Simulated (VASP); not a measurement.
# SrHg2Ge2 in VASP: notebook, part 2 of 2

VASP 6.6.1. Earlier steps stand in the parts before.

### Step 4. Single point, PBE

The input, INCAR:

```
SYSTEM = SrHg2Ge2
ALGO = Normal
EDIFF = 1E-6
ENCUT = 520
GGA = PE
ISIF = 2
ISMEAR = -5
LASPH = .TRUE.
LCHARG = .FALSE.
LREAL = .FALSE.
LWAVE = .FALSE.
NBANDS = 39
NELM = 60
PREC = Accurate
SIGMA = 0.1
```

The input, KPOINTS:

```
k-points
0
G
  5 5 3
  0 0 0
```

The input, POSCAR:

```
SrHg2Ge2
1.0
    2.2426220000      3.8843310000      0.0000000000
   -2.2426220000      3.8843310000      0.0000000000
    0.0000000000      0.0000000000      7.4503240000
Sr Hg Ge
1 2 2
Direct
    0.0000000000      0.0000000000      0.0000000000
    0.3333000000      0.3334000000      0.6308000000
    0.6667000000      0.6666000000      0.3692000000
    0.3333000000      0.3334000000      0.2508000000
    0.6667000000      0.6666000000      0.7492000000
```

Potentials or basis: VASP PAW PBE potentials, release 64 (Sr_sv, Hg, Ge_d).

Run with:

```console
$ cat potpaw_PBE.64/Sr_sv/POTCAR potpaw_PBE.64/Hg/POTCAR potpaw_PBE.64/Ge_d/POTCAR > POTCAR
$ mpirun -np 1 vasp_std > vasp.out
```

OUTCAR:

```text
SYSTEM = SrHg2Ge2
   EDIFF = 1E-6
   ENCUT = 520
   GGA = PE
   ISIF = 2
   ISMEAR = -5
   LASPH = .TRUE.
   LREAL = .FALSE.
   NELM = 60
   PREC = Accurate

 ion  position               nearest neighbor table
   1  0.000  0.000  0.000-   5 3.19   4 3.19   5 3.19   4 3.19   5 3.19   4 3.19   3 3.78   2 3.78
                             3 3.78   2 3.78   2 3.78   3 3.78
   2  0.333  0.333  0.631-   5 2.74   5 2.74   5 2.74   4 2.83   3 3.24   3 3.24   3 3.24   1 3.78
                             1 3.78   1 3.78
   3  0.667  0.667  0.369-   4 2.74   4 2.74   4 2.74   5 2.83   2 3.24   2 3.24   2 3.24   1 3.78
                             1 3.78   1 3.78
   4  0.333  0.333  0.251-   3 2.74   3 2.74   3 2.74   2 2.83   1 3.19   1 3.19   1 3.19
   5  0.667  0.667  0.749-   2 2.74   2 2.74   2 2.74   3 2.83   1 3.19   1 3.19   1 3.19

  LATTYP: Found a hexagonal cell.
 ALAT       =     4.4852403227
 C/A-ratio  =     1.6610757649

  Lattice vectors:

 A1 = (   2.2426220000,  -3.8843310000,   0.0000000000)
 A2 = (   2.2426220000,   3.8843310000,   0.0000000000)
 A3 = (   0.0000000000,   0.0000000000,   7.4503240000)

[... 181 lines left out ...]

 E-fermi :   3.2313     XC(G=0):  -9.8863

 val. band max:        3.5029608460   @ k =   0.0000  -0.4000   0.3333
 cond. band min:       3.2641087124   @ k =   0.2000   0.0000   0.3333
 fundamental gap:     -0.2388521336
 Fermi energy:         3.2312585685

 k-point     1 :       0.0000    0.0000    0.0000
  band No.  band energies     occupation
      1     -32.0935      2.00000
      2     -21.0331      2.00000
      3     -21.0328      2.00000
      4     -21.0324      2.00000
      5     -21.0321      2.00000
      6     -21.0099      2.00000
[... 997 lines left out ...]
     38       8.4654      0.00000
     39       8.8001      0.00000

------------------------ aborting loop because EDIFF is reached ----------------------------------------

  FORCE on cell =-STRESS in cart. coord.  units (eV):
  Direction    XX          YY          ZZ          XY          YZ          ZX
  --------------------------------------------------------------------------------------
  -------------------------------------------------------------------------------------
  Total        1.6355164      1.6303700      0.5551778     -0.0044538     -0.0451466      0.0781962
  in kB       20.1877546     20.1242314      6.8527550     -0.0549745     -0.5572602      0.9652038
  external PRESSURE =      15.7215803 kB  Pullay stress =       0.0000000 kB

 VOLUME and BASIS-vectors are now :
 -----------------------------------------------------------------------------
  energy-cutoff  :      520.00
  volume of cell :      129.80
      direct lattice vectors                 reciprocal lattice vectors
     2.242622000  3.884331000  0.000000000     0.222953311  0.128722295  0.000000000
    -2.242622000  3.884331000  0.000000000    -0.222953311  0.128722295  0.000000000
     0.000000000  0.000000000  7.450324000     0.000000000  0.000000000  0.134222351

 POSITION                                       TOTAL-FORCE (eV/Angst)
 -----------------------------------------------------------------------------------
      0.00000      0.00000      0.00000        -0.000000      0.000000      0.000000
     -0.00022      2.58968      4.69966        -0.009122      0.005267      0.149039
      0.00022      5.17898      2.75066         0.009122     -0.005267     -0.149039
     -0.00022      2.58968      1.86854        -0.006840      0.003949      0.205570
      0.00022      5.17898      5.58178         0.006840     -0.003949     -0.205570
 -----------------------------------------------------------------------------------
    total drift:                               -0.000000      0.000000      0.000000

  FREE ENERGIE OF THE ION-ELECTRON SYSTEM (eV)
  ---------------------------------------------------
  free  energy   TOTEN  =       -11.4828985164 eV

  energy  without entropy=      -11.4828985164  energy(sigma->0) =      -11.48289852
```

stdout:

```text
POSCAR found type information on POSCAR SrHgGe
 POSCAR found :  3 types and       5 ions
 scaLAPACK will be used
 LDA part: xc-table for (Slater+PW92), standard interpolation
 POSCAR, INCAR and KPOINTS ok, starting setup
 FFT: planning ... GRIDC
 FFT: planning ... GRID_SOFT
 FFT: planning ... GRID
 WAVECAR not read
 entering main loop
 -----------------------------------------------------------------------------
|                                                                             |
|           W    W    AA    RRRRR   N    N  II  N    N   GGGG   !!!           |
|           W    W   A  A   R    R  NN   N  II  NN   N  G    G  !!!           |
|           W    W  A    A  R    R  N N  N  II  N N  N  G       !!!           |
|           W WW W  AAAAAA  RRRRR   N  N N  II  N  N N  G  GGG   !            |
|           WW  WW  A    A  R   R   N   NN  II  N   NN  G    G                |
|           W    W  A    A  R    R  N    N  II  N    N   GGGG   !!!           |
|                                                                             |
|     Tetrahedron method does not include variations of the Fermi             |
|     occupations, so forces and stress will be inaccurate. We suggest        |
|     using a different smearing scheme ISMEAR = 1 or 2 for metals in         |
|     relaxations.                                                            |
|                                                                             |
 -----------------------------------------------------------------------------
```

Wall time 4.4 min (1 thread of Intel Xeon 8259CL, shared host); peak memory 0.33 GiB.

Results:

```
Free energy            : -11.4829 eV
Pressure               : 1.6 GPa
Largest force          : 0.206 eV/Å
Band gap on the k mesh : zero (bands 31 and 32 overlap by 1.45 eV)
```

Forces on the atoms (eV/Å):
```
Sr   0.000  0.000  0.000
Hg  -0.009  0.005  0.149
Hg   0.009 -0.005 -0.149
Ge  -0.007  0.004  0.206
Ge   0.007 -0.004 -0.206
```

Levels at points of the mesh, in eV from the Fermi level:
```tsv
k point	band 28	band 29	band 30	band 31	band 32	band 33	band 34	band 35
(0.00, 0.00, 0.00)	-0.22	-0.02	-0.02	1.10	1.70	1.70	1.79	2.56
```

Caveat: spin-orbit coupling is left out, which moves the levels of the heavy elements; tetrahedron occupations give inexact forces and stress in metals.

### Step 5. Overview

```tsv
level	smearing	gap on the mesh (eV)	pressure (GPa)	largest force (eV/Å)
PBEsol	fermi-dirac 0.1 eV	none	-1.5	0.40
RPBE	fermi-dirac 0.1 eV	none	3.6	0.26
PBE	tetrahedron	none	1.6	0.21
```

Alike in all rows: task single point; potentials or basis VASP PAW PBE potentials, release 64 (Sr_sv, Hg, Ge_d); no spin polarisation; cell as given; k mesh 5 × 5 × 3; cutoff (eV) 520.

The pressure there spans -1.5 GPa (PBEsol) to 3.6 GPa (RPBE); a positive pressure means that this level wants a larger cell, a negative one a smaller.

Caveats: spin-orbit coupling is left out, which moves the levels of the heavy elements; the PAW data sets were made with another functional, which shifts forces and pressure a little (at least some runs); the cell stands under pressure (at least some runs); tetrahedron occupations give inexact forces and stress in metals (at least some runs).

Absolute energies hang on the potentials; compare differences alone.
